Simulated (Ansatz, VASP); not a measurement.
# Two plane-wave programs on VGe3

Contents of POSCAR:

```
VGe3
1.0
    4.7680000000      0.0000000000      0.0000000000
    0.0000000000      4.7680000000      0.0000000000
    0.0000000000      0.0000000000      4.7680000000
V Ge
2 6
Direct
    0.0000000000      0.0000000000      0.0000000000
    0.5000000000      0.5000000000      0.5000000000
    0.2500000000      0.0000000000      0.5000000000
    0.5000000000      0.7500000000      0.0000000000
    0.7500000000      0.0000000000      0.5000000000
    0.5000000000      0.2500000000      0.0000000000
    0.0000000000      0.5000000000      0.7500000000
    0.0000000000      0.5000000000      0.2500000000
```

Contents of INCAR.step1:

```
ALGO = Normal
EDIFF = 1E-5
EDIFFG = -0.005
ENCUT = 550
GGA = PE
GGA_COMPAT = F
IBRION = 2
ISIF = 3
ISMEAR = 0
ISPIN = 2
KPAR = 4
LASPH = T
LCHARG = F
LMAXMIX = 4
LREAL = F
LWAVE = T
MAGMOM = 1.46 1.46 0 0 0 0 0 0
NELM = 200
NELMIN = 4
NSW = 100
PREC = Accurate
SIGMA = 0.1
```

File INCAR.step2:

```
ALGO = Normal
EDIFF = 1E-7
EDIFFG = -0.05
ENCUT = 550
GGA_COMPAT = F
IBRION = 2
ISIF = 3
ISMEAR = 0
ISPIN = 2
ISTART = 1
KPAR = 4
LASPH = T
LCHARG = F
LMAXMIX = 4
LMIXTAU = T
LORBIT = 11
LREAL = F
LWAVE = F
MAGMOM = 1.46 1.46 0 0 0 0 0 0
METAGGA = R2SCAN
NELM = 200
NELMIN = 4
NSW = 100
PREC = Accurate
SIGMA = 0.1
```

Contents of KPOINTS:

```
k-points
0
Gamma
  4 4 4
```

Input for Ansatz:

```yaml
crystal:
  lattice:
    - [4.768, 0.0, 0.0]
    - [0.0, 4.768, 0.0]
    - [0.0, 0.0, 4.768]
  atoms:
    - { symbol: V, position: [0.0, 0.0, 0.0], spin: 1.46 }
    - { symbol: V, position: [0.5, 0.5, 0.5], spin: 1.46 }
    - { symbol: Ge, position: [0.25, 0.0, 0.5] }
    - { symbol: Ge, position: [0.5, 0.75, 0.0] }
    - { symbol: Ge, position: [0.75, 0.0, 0.5] }
    - { symbol: Ge, position: [0.5, 0.25, 0.0] }
    - { symbol: Ge, position: [0.0, 0.5, 0.75] }
    - { symbol: Ge, position: [0.0, 0.5, 0.25] }
basis:
  ecutwfc: 500
kpoints:
  mp_grid: { grid: [4, 4, 4] }
hamiltonian:
  xc: r2scan
scf:
  occupations: { method: gaussian, width: 0.1 }
output:
  forces: true
  stress: true
  eigenvalues: true
  populations: true
magnetization:
  spin_polarized: true
relax:
  adjacent_minimum: "off"
  f_tol: 0.05
  max_steps: 80
  cell: { stress_tol: 0.5 }
```

Alike in both runs: task relaxation of cell and atoms; functional r2SCAN; k mesh 4 × 4 × 4; occupations gaussian, width 0.1 eV; collinear spin.

```csv
,VASP,Ansatz
version,VASP 6.6.1,Ansatz 0.2.0
potentials or method,"VASP PAW PBE potentials, release 64 (V_sv, Ge_d), cutoff 550 eV","scalar-relativistic, plane waves, PAW"
valence electrons in the cell,110,110
```

Ansatz gave:

```
gap on the k mesh at the Fermi level, each at its own relaxed structure (eV)  : none
net moment per atom (μB)                                                      : 0.42
size of the moment on the site where the two differ most (μB)                 : 1.71
relaxed volume (Å³/atom)                                                      : 16.18
relaxed length of the cell vector where the two differ most in proportion (Å) : 5.059
```

Task: Estimate VASP's values.

Result: gap on the k mesh at the Fermi level, each at its own relaxed structure (eV): none; net moment per atom (μB): 0.00; size of the moment on the site where the two differ most (μB): 0.00; relaxed volume (Å³/atom): 15.79; relaxed length of the cell vector where the two differ most in proportion (Å): 5.018.

The net moments are unlike, so the other rows may belong to different states. VASP's potentials were made for PBE, not for r2SCAN. Site moments also hang on the region over which each program counts them. A gap of «none» marks a metal or a gap that the smearing closes.

Noted on VASP's run: the volume moved by over 15 % at a fixed basis, so the end points are rough.
